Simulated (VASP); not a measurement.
Runs of VASP 6.6.1 on GaAs. The structure is that of space group F-43m (No. 216), or close to it. The cells are those of the table. 

```tsv
level	potentials or basis	spin	cell	k mesh	cutoff (eV)	smearing	grid for exact exchange (PRECFOCK)	share of exact exchange	gap on the mesh (eV)	pressure (GPa)	moment (μB)
PBE-based global hybrid with 10 % exact exchange	VASP PAW PBE potentials, release 64 (As, Ga_d)	off	a = 3.998 Å, angles 60.0°, 2 atoms	5 × 5 × 5	520	fermi-dirac 0.05 eV	Normal	0.1	(b)	2.4	-
r2SCAN50	VASP PAW PBE potentials, release 64 (As, Ga_d)	off	a = 3.998 Å, angles 60.0°, 2 atoms	4 × 4 × 4	520	fermi-dirac 0.05 eV	Normal	0.5	3.93	-2.0	-
LDA	VASP PAW LDA potentials, release 64 (As_d, Ga_d)	off	a = 3.916 Å, angles 60.0°, 2 atoms	8 × 8 × 8	510	fermi-dirac 0.05 eV	-	-	0.80	3.0	-
PBE-based global hybrid with 15 % exact exchange	VASP PAW PBE potentials, release 64 (As, Ga_d)	off	a = 3.998 Å, angles 60.0°, 2 atoms	5 × 5 × 5	520	fermi-dirac 0.05 eV	Normal	0.15	1.44	1.9	-
BLYP+D3(BJ)	VASP PAW PBE potentials, release 64 (As, Ga_d)	non-collinear, typed start	a = 4.024 Å, angles 60.0°, 2 atoms	6 × 6 × 6	520	gaussian 0.15 eV	-	-	0.24	0.0	0.00
r2SCAN	VASP PAW PBE potentials, release 64 (As, Ga_d)	non-collinear, zero start, SOC	a = 3.971 Å, angles 60.0°, 2 atoms	8 × 8 × 8	520	fermi-dirac 0.05 eV	-	-	-	2.2	0.00
BHLYP	VASP PAW PBE potentials, release 64 (As, Ga_d)	off	a = 3.916 Å, angles 60.0°, 2 atoms	4 × 4 × 4	520	fermi-dirac 0.05 eV	Normal	0.5	4.34	(a)	-
BHLYP	VASP PAW PBE potentials, release 64 (As, Ga_d)	off	a = 3.998 Å, angles 60.0°, 2 atoms	4 × 4 × 4	520	fermi-dirac 0.05 eV	Normal	0.5	3.85	1.8	-
```

Alike in all rows: task single point.

**Question.** Fill in the values left out.

**Answer.** (a) 7.9; (b) 1.12.

Caveats: some runs use coarse meshes; the PAW data sets were made with another functional, which shifts forces and pressure a little (at least some runs); semilocal functionals underestimate gaps, and a narrow one can read as zero (at least some runs); an odd mesh through Γ misses points on the zone boundary, where band edges can lie (at least some runs).

A k mesh can miss the band edges, and rows without SOC leave out spin-orbit coupling on As, Ga.

The runs don't all hold the same shells in valence.
